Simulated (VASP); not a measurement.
# SnO (P4/nmm) in VASP: a series of runs

SnO is run at these levels: LDA; tasks: single point.

All numbers are computed with VASP 6.6.1; they aren't measurements. Logs are shortened: lines on timing, memory, paths and dates and some standing lists are left out, and cuts for length are marked.

### 1 The cell of the first run

The structure is tetragonal, space group P4/nmm (No. 129). The conventional cell has a = 3.787 Å, b = 3.787 Å, c = 4.973 Å, α = 90.00°, β = 90.00°, γ = 90.00°. Within 3.0 Å of Sn (site symmetry 4mm) lie 4 O at 2.25 Å. Within 3.0 Å of O (site symmetry -4m2) lie 4 Sn at 2.25 Å and 4 O at 2.68 Å.

### 2 Single point, LDA (17.83 Å³/atom)

File INCAR:

```
PREC     = Accurate       # precision mode
ENCUT    = 520            # plane-wave cutoff, eV
EDIFF    = 1E-6           # SCF threshold, eV
ISMEAR   = 0              # smearing method
SIGMA    = 0.15           # smearing width, eV
LREAL    = False          # projectors in reciprocal space
LASPH    = True           # aspherical terms in the spheres
NELM     = 100            # most SCF steps
ALGO     = Normal         # electronic algorithm
ISIF     = 2              # what is computed and relaxed
LWAVE    = False          # write WAVECAR
LCHARG   = False          # write CHGCAR
GGA      = CA             # functional
NBANDS   = 28             # bands
```

File KPOINTS:

```
Automatic mesh
0
Gamma
  12 12 10
```

File POSCAR:

```
SnO
1.0
    3.7874342414      0.0000000000      0.0000000000
    0.0000000000      3.7874342414      0.0000000000
    0.0000000000      0.0000000000      4.9732799024
Sn O
2 2
Direct
    0.0000000000      0.5000000000      0.2457459271
    0.5000000000      0.0000000000      0.7542540729
    0.0000000000      0.0000000000      0.0000000000
    0.5000000000      0.5000000000      0.0000000000
```

Potentials or basis: VASP PAW LDA potentials, release 64 (Sn_d, O).

Started as:

```bash
cat potpaw_LDA.64/Sn_d/POTCAR potpaw_LDA.64/O/POTCAR > POTCAR
mpirun -np 1 vasp_std > vasp.out
```

OUTCAR:

```text
PREC = Accurate
   ENCUT = 520
   EDIFF = 1E-6
   ISMEAR = 0
   LREAL = False
   LASPH = True
   NELM = 100
   ISIF = 2
   GGA = CA

 ion  position               nearest neighbor table
   1  0.000  0.500  0.246-   3 2.25   4 2.25   3 2.25   4 2.25   2 3.63   2 3.63   2 3.63   2 3.63
                             2 3.68   2 3.68   2 3.68   2 3.68
   2  0.500  0.000  0.754-   3 2.25   4 2.25   4 2.25   3 2.25   1 3.63   1 3.63   1 3.63   1 3.63
                             1 3.68   1 3.68   1 3.68   1 3.68
   3  0.000  0.000  0.000-   1 2.25   2 2.25   1 2.25   2 2.25
   4  0.500  0.500  0.000-   1 2.25   2 2.25   2 2.25   1 2.25

  LATTYP: Found a simple tetragonal cell.
 ALAT       =     3.7874342414
 C/A-ratio  =     1.3131000000

  Lattice vectors:

 A1 = (   3.7874342414,   0.0000000000,   0.0000000000)
 A2 = (   0.0000000000,   3.7874342414,   0.0000000000)
 A3 = (   0.0000000000,   0.0000000000,   4.9732799024)

Analysis of symmetry for initial positions (statically):
=====================================================================
 Subroutine PRICEL returns:
 Original cell was already a primitive cell.

 Routine SETGRP: Setting up the symmetry group for a
 simple tetragonal supercell.

 Subroutine GETGRP returns: Found 16 space group operations
 (whereof  8 operations were pure point group operations)
 out of a pool of 16 trial point group operations.

The static configuration has the point symmetry D_2d.
 The point group associated with its full space group is D_4h.

Analysis of symmetry for dynamics (positions and initial velocities):
=====================================================================
 Subroutine PRICEL returns:
 Original cell was already a primitive cell.

 Routine SETGRP: Setting up the symmetry group for a
 simple tetragonal supercell.

 Subroutine GETGRP returns: Found 16 space group operations
 (whereof  8 operations were pure point group operations)
 out of a pool of 16 trial point group operations.

The dynamic configuration has the point symmetry D_2d.
 The point group associated with its full space group is D_4h.

 Subroutine INISYM returns: Found 16 space group operations
 (whereof  8 operations are pure point group operations),
 and found     1 'primitive' translations

----------------------------------------------------------------------------------------

                                     Primitive cell

  volume of cell :      71.3400

  direct lattice vectors                    reciprocal lattice vectors
     3.787434241  0.000000000  0.000000000     0.264030987  0.000000000  0.000000000
     0.000000000  3.787434241  0.000000000     0.000000000  0.264030987  0.000000000
     0.000000000  0.000000000  4.973279902     0.000000000  0.000000000  0.201074546

  length of vectors
     3.787434241  3.787434241  4.973279902     0.264030987  0.264030987  0.201074546

  position of ions in fractional coordinates (direct lattice)
     0.000000000  0.500000000  0.245745927
     0.500000000  0.000000000  0.754254073
     0.000000000  0.000000000  0.000000000
     0.500000000  0.500000000  0.000000000

  ion indices of the primitive-cell ions
   primitive index   ion index
                 1           1
                 2           2
                 3           3
                 4           4

----------------------------------------------------------------------------------------

 KPOINTS: Automatic mesh

Automatic generation of k-mesh.
 Grid dimensions read from file:
 generate k-points for:   12   12   10

 Generating k-lattice:

  Cartesian coordinates                     Fractional coordinates (reciprocal lattice)
     0.022002582  0.000000000  0.000000000     0.083333333  0.000000000  0.000000000
     0.000000000  0.022002582  0.000000000     0.000000000  0.083333333  0.000000000
     0.000000000  0.000000000  0.020107455     0.000000000  0.000000000  0.100000000

  Length of vectors
     0.022002582  0.022002582  0.020107455

  Shift w.r.t. Gamma in fractional coordinates (k-lattice)
     0.000000000  0.000000000  0.000000000

 Subroutine IBZKPT returns following result:
 ===========================================

 Found    168 irreducible k-points:

 Following reciprocal coordinates:
            Coordinates               Weight
  0.000000  0.000000  0.000000      1.000000
  0.083333  0.000000  0.000000      4.000000
  0.166667  0.000000  0.000000      4.000000
  0.250000  0.000000  0.000000      4.000000
  0.333333  0.000000  0.000000      4.000000
  0.416667  0.000000  0.000000      4.000000
[... 16 lines left out ...]
  0.333333  0.333333  0.000000      4.000000
  0.416667  0.333333  0.000000      8.000000
 [... further k-points ...]
   k-points           NKPTS =    168   k-points in BZ     NKDIM =    168   number of bands    NBANDS=     28
   number of dos      NEDOS =    301   number of ions     NIONS =      4
   total plane-waves  NPLWV =  31360
   dimension x,y,z NGX =    28 NGY =   28 NGZ =   40
   dimension x,y,z NGXF=    56 NGYF=   56 NGZF=   80
   ions per type =               2   2
   NGX,Y,Z   is equivalent  to a cutoff of  12.29, 12.29, 13.37 a.u.
   NGXF,Y,Z  is equivalent  to a cutoff of  24.58, 24.58, 26.74 a.u.
 SYSTEM =  unknown system
   PREC   = accura    normal or accurate (medium, high low for compatibility)
   ISTART =      0    job   : 0-new  1-cont  2-samecut
   ICHARG =      2    charge: 1-file 2-atom 10-const
   ISPIN  =      1    spin polarized calculation?
   LNONCOLLINEAR =      F non collinear calculations
   LSORBIT =      F    spin-orbit coupling
   LASPH  =      T    aspherical Exc in radial PAW
   ENCUT  =  520.0 eV  38.22 Ry    6.18 a.u.   7.04  7.04  9.25*2*pi/ulx,y,z
   NELM   =    100;   NELMIN=  2; NELMDL= -5     # of ELM steps
   EDIFF  = 0.1E-05   stopping-criterion for ELM
   LREAL  =      F    real-space projection
   EDIFFG = 0.1E-04   stopping-criterion for IOM
   NSW    =      0    number of steps for IOM
   IBRION =     -1    ionic relax: 0-MD 1-quasi-New 2-CG
   NFREE  =      0    steps in history (QN), initial steepest desc. (CG)
   ISIF   =      2    stress and relaxation
   ISYM   =      2    0-nonsym 1-usesym 2-fastsym
   POTIM  = 0.5000    time-step for ionic-motion
   TEBEG  =    0.0;   TEEND  =   0.0 temperature during run
   PSTRESS=    0.0 pullay stress
   NELECT =      40.0000    total number of electrons
   NUPDOWN=      -1.0000    fix difference up-down
   EMIN   =  10.00;   EMAX   =-10.00  energy-range for DOS
   EFERMI =   0.00;   METHOD = LEGACY
   ISMEAR =     0;   SIGMA  =   0.15  broadening in eV -4-tet -1-fermi 0-gaus
   EFERMI_NEDOS =   21; number of points for ismear=-14 and -15
   IALGO  =     38    algorithm
   IMIX   =      4    mixing-type and parameters
     AMIX     =   0.40;   BMIX     =  1.00
     AMIX_MAG =   1.60;   BMIX_MAG =  1.00
  volume/ion in A,a.u.               =      17.83       120.36
  Fermi-wavevector in a.u.,A,eV,Ry     =   1.349948  2.551032 24.794718  1.822360
  Thomas-Fermi vector in A             =   2.477493
   LORBIT       =      0    0 simple, 1 ext, 2 COOP (PROOUT), +10 PAW based schemes
   GGA     = CA    functional components
   LHFCALC =     F    Hartree Fock is set to
   AEXX    =    0.0000 exact exchange contribution
   IVDW    =     0    specifies the selected vdW correction
   LEPSILON=     F    determine dielectric tensor
   LRPA    =     F    only Hartree local field effects (RPA)
 non-spin polarized calculation
 Gauss-broadening in eV      SIGMA  =   0.15
  energy-cutoff  :      520.00
  volume of cell :       71.34
 maximum number of plane-waves:      1948
   NGX = 15   NGY = 15   NGZ = 19

 number of electron      39.9999999 magnetization

 Free energy of the ion-electron system (eV)
  ---------------------------------------------------
  ext. energy  EPLUGINS =         0.00000000
  ---------------------------------------------------
  free energy    TOTEN  =       -25.60742133 eV

  energy without entropy =      -25.60534772  energy(sigma->0) =      -25.60638452

 E-fermi :   6.6613     XC(G=0): -10.5947

 val. band max:        6.6545044067   @ k =   0.0833   0.0000   0.0000
 cond. band min:       6.6740685227   @ k =   0.0000   0.0000   0.0000
 fundamental gap:      0.0195641160
 Fermi energy:         6.6613122972

 k-point     1 :       0.0000    0.0000    0.0000
  band No.  band energies     occupation
      1     -15.1606      2.00000
      2     -14.8442      2.00000
      3     -14.8233      2.00000
      4     -14.8233      2.00000
      5     -14.7915      2.00000
      6     -14.7717      2.00000
[... 20 lines left out ...]
     27      13.1034      0.00000
     28      13.6161      0.00000

 k-point     2 :       0.0833    0.0000    0.0000
  band No.  band energies     occupation
      1     -15.1570      2.00000
      2     -14.8421      2.00000
      3     -14.8231      2.00000
      4     -14.8215      2.00000
      5     -14.7920      2.00000
      6     -14.7692      2.00000
[... 20 lines left out ...]
     27      13.2604      0.00000
     28      14.2052      0.00000

 k-point     3 :       0.1667    0.0000    0.0000
  band No.  band energies     occupation
      1     -15.1466      2.00000
      2     -14.8413      2.00000
      3     -14.8222      2.00000
      4     -14.8163      2.00000
      5     -14.7932      2.00000
      6     -14.7792      2.00000
[... 20 lines left out ...]
     27      13.4177      0.00000
     28      15.5098      0.00000

 k-point     4 :       0.2500    0.0000    0.0000
  band No.  band energies     occupation
      1     -15.1307      2.00000
      2     -14.8748      2.00000
      3     -14.8195      2.00000
      4     -14.8087      2.00000
      5     -14.8043      2.00000
      6     -14.7946      2.00000
[... 578 lines left out ...]
     27      14.2127      0.00000
     28      14.2127      0.00000

 k-point    23 :       0.3333    0.3333    0.0000
  band No.  band energies     occupation
      1     -15.1184      2.00000
      2     -15.0492      2.00000
      3     -14.8080      2.00000
      4     -14.8053      2.00000
      5     -14.8022      2.00000
      6     -14.7892      2.00000
[... 20 lines left out ...]
     27      13.7480      0.00000
     28      14.5052      0.00000

 k-point    24 :       0.4167    0.3333    0.0000
  band No.  band energies     occupation
      1     -15.1161      2.00000
      2     -15.0822      2.00000
      3     -14.8107      2.00000
      4     -14.8077      2.00000
      5     -14.7933      2.00000
      6     -14.7836      2.00000
[... 20 lines left out ...]
     27      13.9838      0.00000
     28      14.3519      0.00000

 [... further k-points ...]

------------------------ aborting loop because EDIFF is reached ----------------------------------------

  FORCE on cell =-STRESS in cart. coord.  units (eV):
  Direction    XX          YY          ZZ          XY          YZ          ZX
  --------------------------------------------------------------------------------------
  -------------------------------------------------------------------------------------
  Total       -2.1427673     -2.1427673     -3.7805598      0.0000000      0.0000000      0.0000000
  in kB      -48.1229763    -48.1229763    -84.9050641      0.0000000      0.0000000      0.0000000
  external PRESSURE =     -60.3836722 kB  Pullay stress =       0.0000000 kB

 VOLUME and BASIS-vectors are now :
 -----------------------------------------------------------------------------
  energy-cutoff  :      520.00
  volume of cell :       71.34
      direct lattice vectors                 reciprocal lattice vectors
     3.787434241  0.000000000  0.000000000     0.264030987  0.000000000  0.000000000
     0.000000000  3.787434241  0.000000000     0.000000000  0.264030987  0.000000000
     0.000000000  0.000000000  4.973279902     0.000000000  0.000000000  0.201074546

 POSITION                                       TOTAL-FORCE (eV/Angst)
 -----------------------------------------------------------------------------------
      0.00000      1.89372      1.22216         0.000000     -0.000000     -1.247120
      1.89372      0.00000      3.75112        -0.000000     -0.000000      1.247120
      0.00000      0.00000      0.00000         0.000000     -0.000000      0.000000
      1.89372      1.89372      0.00000         0.000000      0.000000      0.000000
 -----------------------------------------------------------------------------------
    total drift:                                0.000000      0.000000     -0.000000

  FREE ENERGIE OF THE ION-ELECTRON SYSTEM (eV)
  ---------------------------------------------------
  free  energy   TOTEN  =       -25.6074213278 eV

  energy  without entropy=      -25.6053477176  energy(sigma->0) =      -25.60638452
```

Run time: 7.2 min. Hardware: 1 thread of AMD EPYC 7R13, shared host; peak memory 0.33 GiB.

Results:

```
Free energy            : -25.6074 eV
Pressure               : -6.0 GPa
Largest force          : 1.247 eV/Å
Band gap on the k mesh : zero (bands 20 and 21 overlap by 0.22 eV)
```

Forces in eV/Å, atoms in the order of the input:
```
Sn   0.000  0.000 -1.247
Sn   0.000  0.000  1.247
O    0.000  0.000  0.000
O    0.000  0.000  0.000
```

Stress tensor (GPa, compression positive):
```
-4.81  0.00  0.00
 0.00 -4.81  0.00
 0.00  0.00 -8.49
```

Caveat: the cell stands under tension; semilocal functionals underestimate gaps, and a narrow one can read as zero; spin-orbit coupling is left out, which moves the levels of the heavy elements; forces of over 1 eV/Å act on the atoms, so gaps and moduli don't describe the material at rest.

[end of part 1 of 2]
